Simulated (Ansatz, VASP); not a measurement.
## Two plane-wave programs on Si2Mo

```
CELL_PARAMETERS angstrom
-1.60842 1.60842 3.93651
1.60842 -1.60842 3.93651
1.60842 1.60842 -3.93651
ATOMIC_POSITIONS crystal
Si 0.33510 0.33510 0.00000
Si 0.66490 0.66490 0.00000
Mo 0.00000 0.00000 0.00000
```

Alike in both runs: task single point; functional PBE; k mesh 20 × 20 × 20; occupations gaussian, width 0.15 eV; no spin polarisation.

```csv
,VASP,Ansatz
version,VASP 6.6.1,Ansatz 0.2.0
potentials or method,"VASP PAW PBE potentials, release 64 (Si, Mo_sv), cutoff 520 eV","scalar-relativistic, plane waves, PAW"
valence electrons in the cell,22,22
```

|  | VASP | Ansatz | Ansatz less VASP |
| --- | --- | --- | --- |
| gap on the k mesh at the Fermi level (eV) | none | none | - |
| pressure (GPa) | 0.2 | 0.0 | -0.17 |

A gap of «none» marks a metal or a gap that the smearing closes. With one functional, cell and mesh, what is left measures potentials, basis and numerics.
